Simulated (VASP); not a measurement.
## WS2: single point with PBEsol

WS2, a slab with vacuum:

```
CELL_PARAMETERS angstrom
3.18321 0.00000 0.00000
-1.59160 2.75674 0.00000
0.00000 0.00000 23.66876
ATOMIC_POSITIONS crystal
W 0.66667 0.33333 0.36268
W 0.33333 0.66667 0.63732
S 0.66667 0.33333 0.70318
S 0.33333 0.66667 0.42856
S 0.66667 0.33333 0.57144
S 0.33333 0.66667 0.29682
```

```yaml
Program: VASP 6.6.1
Task: single point
Functional: PBEsol
Potentials_or_basis: VASP PAW PBE potentials, release 64 (W_sv, S)
Cutoff: 520 eV
k_mesh: 9 × 9 × 2
Occupations: gaussian, width 0.02 eV
Spin: no spin polarisation
Dipole_correction: no
Further_INCAR_settings: ALGO = Normal; EDIFF = 1e-06; NBANDS = 35
```

The largest force is 0.093 eV/Å and the band gap on the k mesh is 1.46 eV (least direct gap 1.76 eV).

Forces on the atoms (eV/Å):
```
W    0.000  0.000 -0.007
W    0.000  0.000  0.007
S    0.000  0.000 -0.093
S    0.000  0.000 -0.068
S    0.000  0.000  0.068
S    0.000  0.000  0.093
```

Levels at points of the mesh, in eV from the valence-band top:
```csv
k point,band 24,band 25,band 26,band 27,band 28,band 29
"(0.00, 0.00, 0.00)",-1.96,-0.49,0.00,2.58,2.58,2.58
"(0.00, 0.00, 0.50)",-1.96,-0.49,0.00,2.58,2.58,2.58
```

It took 100 s on 1 thread of Intel(R) Xeon(R) 6975P-C (Granite Rapids), with other jobs on the host, peak memory 0.38 GiB.

Caveat: the PAW data sets were made with another functional, which shifts forces and pressure a little; spin-orbit coupling is left out, which moves the levels of the heavy elements.
